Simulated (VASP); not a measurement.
Here is a VASP 6.6.1 calculation.

INCAR

```
PREC = Accurate
ENCUT = 520
EDIFF = 1E-6
ISMEAR = 0
SIGMA = 0.1
LREAL = False
LASPH = True
NELM = 60
ALGO = Normal
ISIF = 2
LWAVE = False
LCHARG = True
LDIPOL = True
IDIPOL = 3
DIPOL = 0.5 0.5 0.313
GGA = PE
IVDW = 12
LELF = True
LVHAR = True
LVACPOTAV = True
NBANDS = 34
```

Contents of KPOINTS:

```
Automatic mesh
0
Gamma
  6 6 1
```

Contents of POSCAR:

```
Hf5H
1.0
    4.9564149667      0.0000000000      0.0000000000
   -2.4782074834      4.2923812729      0.0000000000
    0.0000000000      0.0000000000     21.1328376004
Hf H
5 1
Direct
    0.6666666667      0.3333333333      0.1892788879
    0.3333333333      0.6666666667      0.2371533849
    0.0000000000      0.0000000000      0.2763383880
    0.6666666667      0.3333333333      0.3164267596
    0.3333333333      0.6666666667      0.3706476976
    1.2222222222      0.8888888889      0.4889470026
```

Potentials or basis: VASP PAW PBE potentials, release 64 (Hf_pv, H).

Launch:

```console
$ cat potpaw_PBE.64/Hf_pv/POTCAR potpaw_PBE.64/H/POTCAR > POTCAR
$ mpirun -np 1 vasp_std > vasp.out
```

Question: Predict the largest force.

Answer: 1.702 eV/Å.

Question: Predict the band gap on the k mesh.

Answer: Zero (an odd number of electrons rules out a gap without spin polarisation).

Forces on the atoms (eV/Å):
```
Hf  -0.050  0.038 -1.017
Hf  -0.012  0.027  1.054
Hf   0.047 -0.055 -0.013
Hf   0.148 -0.153 -0.116
Hf  -0.659  0.497  1.489
H    0.526 -0.353 -1.396
```

Caveat: spin-orbit coupling is left out, which moves the levels of the heavy elements.
